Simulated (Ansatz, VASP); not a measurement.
# CoO in VASP and in Ansatz

INCAR

```
PREC = Accurate
ENCUT = 520
EDIFF = 1E-6
ISMEAR = -1
SIGMA = 0.05
LREAL = False
LASPH = True
NELM = 150
ALGO = Normal
ISIF = 2
LWAVE = False
LCHARG = False
ISPIN = 2
MAGMOM = 2 0
LORBIT = 11
NUPDOWN = 2.0
LMAXMIX = 4
GGA = PS
NBANDS = 18
```

Contents of KPOINTS:

```
regular mesh
0
Gamma
  9 9 9
```

The input POSCAR:

```
CoO
1.0
    1.5054695445      0.8691832468      2.4399269062
   -1.5054695445      0.8691832468      2.4399269062
    0.0000000000     -1.7383664936      2.4399269062
Co O
1 1
Direct
    0.0000000000      0.0000000000      0.0000000000
    0.5000000000      0.5000000000      0.5000000000
```

The input input.yaml:

```yaml
crystal:
  lattice:
    - [1.5054695445, 0.8691832468, 2.4399269062]
    - [-1.5054695445, 0.8691832468, 2.4399269062]
    - [0.0, -1.7383664936, 2.4399269062]
  atoms:
    - { symbol: Co, position: [0.0, 0.0, 0.0], spin: 2.0 }
    - { symbol: O, position: [0.5, 0.5, 0.5] }
hamiltonian:
  xc: pbesol
  pseudopotentials: { kind: paw }
magnetization:
  spin_polarized: true
  initial_magnetization: 2.0
  spin_locking: { lock_magnetization: hard }
kpoints:
  mp_grid: { grid: [9, 9, 9] }
scf:
  occupations: { method: fermi_dirac, width: 0.05 }
  lower_state_search: "off"
output:
  forces: true
  stress: true
  eigenvalues: true
  write_density: true
  write_potential: true
  elf: true
  volumetric_format: npy
```

Alike in both runs: task single point; functional PBEsol; k mesh 9 × 9 × 9; occupations fermi-dirac, width 0.05 eV; collinear spin; fixed moment 2 μB.

|  | VASP | Ansatz |
| --- | --- | --- |
| version | VASP 6.6.1 | Ansatz 0.2.0 |
| potentials or method | VASP PAW PBE potentials, release 64 (Co, O) | Ansatz PAW |
| plane-wave cutoff (eV) | 520 | 420 |
| valence electrons in the cell | 15 | 23 |

|  | VASP | Ansatz | Ansatz less VASP |
| --- | --- | --- | --- |
| pressure (GPa) | -17.9 | -17.4 | +0.43 |
| traceless stress, the component that is largest in VASP (GPa) | -0.05 | -0.06 | -0.012 |
| net moment per atom (μB) | 1.00 | 1.00 | 0.000 |
| size of the moment on the site where the two differ most (μB) | 1.88 | 1.80 | -0.074 |

VASP's potentials were made for PBE, not for PBEsol. Site moments also hang on the region over which each program counts them. With one functional, cell and mesh, what is left measures potentials, basis and numerics. VASP's potentials hold 15 valence electrons a cell and Ansatz's 23, so a difference there can come from the potentials and not from the codes.
